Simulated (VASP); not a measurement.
Here is a VASP 6.6.1 calculation.

INCAR

```
PREC = Accurate
ENCUT = 520
EDIFF = 1E-8
ISMEAR = -1
SIGMA = 0.03
LREAL = False
LASPH = True
NELM = 60
ALGO = Normal
ISIF = 2
LWAVE = False
LCHARG = False
GGA = PE
LEFG = True
NBANDS = 20
```

The input KPOINTS:

```
Automatic mesh
0
Gamma
  14 14 11
```

File POSCAR:

```
Ga
1.0
    1.3830000000     -4.0265000000      0.0000000000
    1.3830000000      4.0265000000      0.0000000000
   -0.1174500000      0.0000000000      3.3632293000
Ga
2
Direct
    0.8690000000      0.1310000000      0.2500000000
    0.1310000000      0.8690000000      0.7500000000
```

Potentials or basis: VASP PAW PBE potentials, release 64 (Ga_d).

Launch:

```sh
$ cat potpaw_PBE.64/Ga_d/POTCAR > POTCAR
$ mpirun -np 1 vasp_std > vasp.out
```

(1) What does it give for the pressure?

(2) Predict the largest force.

(3) Estimate the band gap on the k mesh.

Answers

(1) 1.3 GPa.

(2) 0.173 eV/Å.

(3) zero (bands 13 and 14 overlap by 7.82 eV).

Caveat: the cell differs from its parent crystal (zz strain of +1 %); without QUAD_EFG the Cq values of the log hold for a quadrupole moment of 1 mb, not for the nuclei.
